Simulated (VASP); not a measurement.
# Na: single point with PBEsol

The system is Na.

```
Na
1.0
    -2.08888    2.08888    2.08888
     2.08888   -2.08888    2.08888
     2.08888    2.08888   -2.08888
Na
1
Direct
  0.00000 0.00000 0.00000
```

This cell differs from its parent crystal: volume scaled by 0.96.

| Item | Value |
| --- | --- |
| Program | VASP 6.6.1 |
| Task | single point |
| Functional | PBEsol |
| Potentials or basis | VASP PAW PBE potentials, release 64 (Na_pv) |
| Cutoff | 520 eV |
| k mesh | 11 × 11 × 11 |
| Occupations | fermi-dirac, width 0.03 eV |
| Spin | no spin polarisation |
| Dipole correction | no |
| Further INCAR settings | ALGO = Normal; EDIFF = 1e-06; NBANDS = 10 |

```
Pressure : -0.1 GPa
```

Levels at points of the mesh, in eV from the Fermi level:
```csv
k point,band 1,band 2,band 3,band 4,band 5,band 6,band 7,band 8
"(0.00, 0.00, 0.00)",-24.78,-24.78,-24.78,-3.32,11.83,11.83,11.83,12.85
```

Run time: 18 s on 1 thread of Intel(R) Xeon(R) Platinum 8259CL CPU @ 2.50GHz (Skylake/Cascade Lake), with other jobs on the host, peak memory 0.15 GiB.

Caveat: the PAW data sets were made with another functional, which shifts forces and pressure a little.
